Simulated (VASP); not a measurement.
A run of VASP 6.6.1:

INCAR

```
  PREC = Accurate
  ENCUT = 520
  EDIFF = 1E-6
  ISMEAR = 0
  SIGMA = 0.05
  LREAL = F
  LASPH = T
  NELM = 80
  ALGO = Normal
  ISIF = 2
  LWAVE = F
  LCHARG = F
  NBANDS = 40
```

The input KPOINTS:

```
Automatic mesh
0
Gamma
  6 6 6
```

POSCAR

```
Si4O7
1.0
    0.0000000000      4.1548619959     -2.6614337333
    0.0000000000     -4.1548619959     -2.6614337333
   -4.1548619959      0.0000000000      2.6614337333
Si O
4 7
Direct
    0.2500000000      0.7500000000      0.5000000000
    0.7500000000      0.2500000000      0.5000000000
    0.0000000000      0.0000000000      1.0000000000
    0.5000000000      0.5000000000      1.0000000000
    1.0000000000      0.3055647994      0.3055647994
    0.5555647994      0.7500000000      0.8055647994
    0.0555647994      0.2500000000      0.8055647994
    0.0000000000      0.6944352006      0.6944352006
    0.4361795787      0.1944352006      0.6306147793
    0.9444352006      0.7500000000      0.1944352006
    0.4444352006      0.2500000000      0.1944352006
```

Potentials or basis: VASP PAW LDA potentials, release 64 (Si, O).

Launch:

```bash
$ cat potpaw_LDA.64/Si/POTCAR potpaw_LDA.64/O/POTCAR > POTCAR
$ mpirun -np 1 vasp_std > vasp.out
```

Hardware: 1 thread of AMD EPYC 7R13 (shared host).

Task: How long does it take, and how much memory?

Result: Run time: 11 min on 1 thread of AMD EPYC 7R13, with other jobs on the host, peak memory 0.27 GiB. Counts: scf iterations 14, k points 68.
